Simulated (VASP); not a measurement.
# BN: single point with PBEsol

The system is BN.

```xyz
2
Lattice="2.5080 0.0000 0.0000 -1.2467 2.1762 0.0000 -0.6307 -1.0881 3.0225" Properties=species:S:1:pos:R:3 pbc="T T T"
B     1.2297    2.1384    0.0055
N     0.6410   -0.3484    2.9772
```

```yaml
Program: VASP 6.6.1
Task: single point
Functional: PBEsol
Potentials_or_basis: VASP PAW PBE potentials, release 64 (B, N)
Cutoff: 600 eV
k_mesh: 8 × 8 × 6
Occupations: gaussian, width 0.01 eV
Spin: no spin polarisation
```

| Property | Result |
| --- | --- |
| Pressure | 1.7 GPa |
| Largest force | 2.741 eV/Å |
| Band gap on the k mesh | 2.66 eV, indirect (least direct gap 4.45 eV) |

Forces in eV/Å, atoms in the order of the input:
```
B    1.669  2.095 -0.583
N   -1.669 -2.095  0.583
```

Stress tensor (GPa, compression positive):
```
-6.12 -5.24  0.55
-5.24  6.39  1.19
 0.55  1.19  4.84
```

Levels at points of the mesh, in eV from the valence-band top:
```tsv
k point	band 1	band 2	band 3	band 4	band 5	band 6	band 7	band 8	band 9
(0.00, 0.00, 0.00)	-18.29	-3.86	-2.49	-0.88	5.24	10.10	12.19	12.82	14.78
(0.50, 0.00, 0.00)	-14.84	-9.16	-4.90	-1.66	4.74	9.34	13.40	16.97	20.28
(0.00, 0.50, 0.00)	-15.00	-9.41	-4.16	-1.14	3.63	9.46	13.68	17.03	20.43
(0.50, 0.50, 0.00)	-15.09	-9.59	-4.31	-0.19	6.12	8.89	12.18	14.38	19.88
(0.00, 0.00, 0.50)	-17.70	-7.17	-2.51	-0.92	9.81	10.57	12.17	12.36	17.81
(0.50, 0.00, 0.50)	-14.83	-9.17	-4.90	-1.56	4.41	9.38	13.64	17.19	20.65
(0.00, 0.50, 0.50)	-15.00	-9.40	-4.15	-1.24	3.85	9.40	13.56	16.88	20.74
(0.50, 0.50, 0.50)	-14.75	-9.04	-4.46	-2.30	2.66	9.00	15.23	19.47	20.96
```

Run time: 58 s on 1 thread of Intel Xeon 8259CL, with other jobs on the host, peak memory 0.16 GiB.

Caveat: the PAW data sets were made with another functional, which shifts forces and pressure a little. A k mesh can miss the band edges.
